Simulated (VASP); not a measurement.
Co:

```
CELL_PARAMETERS angstrom
0.00000 1.80115 1.80115
1.80115 0.00000 1.80115
1.80115 1.80115 0.00000
ATOMIC_POSITIONS crystal
Co 0.00000 0.00000 0.00000
```

Base run:

- Program: VASP 6.6.1
- Functional: PBE
- Potentials or basis: VASP PAW PBE potentials, release 64 (Co)
- Cutoff: 520 eV
- k mesh: 11 × 11 × 11
- Occupations: gaussian, width 0.1 eV
- Spin: collinear spin, ferromagnetic start
- Starting moments: [0.3] μB

Its results: pressure -23.8 GPa; net moment 0.00 μB per cell.

After a change of settings the same cell gave: pressure -13.7 GPa; net moment 1.62 μB per cell; site moments Co +1.65 μB. Which change was it?
A. moments at the start from [0.3] to [2.91]; fixed moment from none to 2.91 μB
B. further incar settings from ALGO = Normal; EDIFF = 1e-06; NBANDS = 14 to ALGO = Normal; EDIFF = 1e-07; NBANDS = 14; moments at the start from [0.3] to [3.0]
C. moments at the start from [0.3] to [3.32]; fixed moment from none to 3.32 μB
D. moments at the start from [0.3] to [1.25]; fixed moment from none to 1.25 μB

B.
